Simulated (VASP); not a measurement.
Set up this calculation in VASP 6.6.1, as the native input.

* Task: single point
* Functional: PBE
* Potentials or basis: VASP PAW PBE potentials, release 64 (Zn, S)
* Cutoff: 520 eV
* k mesh: 6 × 6 × 6
* Occupations: fermi-dirac, width 0.03 eV
* Spin: no spin polarisation
* Dipole correction: no
* Further INCAR settings: ALGO = Normal; EDIFF = 1e-06; NBANDS = 16

The structure of ZnS lies in POSCAR:

```
ZnS
1.0
    0.0000000000      2.7020000000      2.7020000000
    2.7020000000      0.0000000000      2.7020000000
    2.7020000000      2.7020000000      0.0000000000
Zn S
1 1
Direct
    0.7500000000      0.7500000000      0.7500000000
    0.0000000000      0.0000000000      0.0000000000
```

These files were run (other wordings do the same):

INCAR

```
SYSTEM = ZnS
ALGO     = Normal         ! electronic algorithm
EDIFF    = 1E-6           ! SCF threshold, eV
ENCUT    = 520            ! plane-wave cutoff, eV
GGA      = PE             ! functional
ISIF     = 2              ! what is computed and relaxed
ISMEAR   = -1             ! smearing method
LASPH    = .TRUE.         ! aspherical terms in the spheres
LCHARG   = .TRUE.         ! write CHGCAR
LELF     = .TRUE.         ! ELF
LREAL    = .FALSE.        ! projectors in reciprocal space
LVHAR    = .TRUE.       
LWAVE    = .FALSE.        ! write WAVECAR
NBANDS   = 16             ! bands
NELM     = 80             ! most SCF steps
PREC     = Accurate       ! precision mode
SIGMA    = 0.03           ! smearing width, eV
```

KPOINTS

```
k-points
0
G
  6 6 6
  0 0 0
```

Potentials or basis: VASP PAW PBE potentials, release 64 (Zn, S).

The run is started by

```sh
$ cat potpaw_PBE.64/Zn/POTCAR potpaw_PBE.64/S/POTCAR > POTCAR
$ mpirun -np 1 vasp_std > vasp.out
```

It gave:

```
Pressure               : 1.8 GPa
Band gap on the k mesh : 2.11 eV, direct
```

Run time: 5 s on 1 thread of Intel(R) Xeon(R) 6975P-C (Granite Rapids) (shared host), peak memory 0.15 GiB.
